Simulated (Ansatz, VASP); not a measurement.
Te2S3: VASP beside Ansatz

```
Te S
1.0
     4.19115    0.00000    0.00000
    -2.09558    3.62965    0.00000
     0.00000    0.00000    8.57555
Te S
2 3
Direct
  0.33333 0.66667 0.18940
  0.66667 0.33333 0.81060
  0.00000 0.00000 0.00000
  0.33333 0.66667 0.67919
  0.66667 0.33333 0.32081
```

Alike in both runs: functional r2SCAN; k mesh 12 × 12 × 6; occupations gaussian, width 0.1 eV; no spin polarisation.

Ansatz relaxed the structure, and its values are those at the end. VASP's run is a single point on that final structure, the one shown.

|  | VASP | Ansatz |
| --- | --- | --- |
| version | VASP 6.6.1 | Ansatz 0.2.0 |
| potentials or method | VASP PAW PBE potentials, release 64 (Te, S), cutoff 520 eV | scalar-relativistic, plane waves, PAW |
| valence electrons in the cell | 30 | 50 |

|  | VASP | Ansatz | Ansatz less VASP |
| --- | --- | --- | --- |
| gap on the k mesh at the Fermi level (eV) | none | none | - |
| pressure (GPa) | -0.1 | 0.0 | +0.15 |
| rms of the force components (eV/Å) | 0.004 | 0.000 | -0.0038 |

VASP's potentials were made for PBE, not for r2SCAN. A gap of «none» marks a metal or a gap that the smearing closes. VASP's potentials hold 30 valence electrons a cell and Ansatz's 50, so a difference there can come from the potentials and not from the codes.

Neither program's run includes spin-orbit coupling.
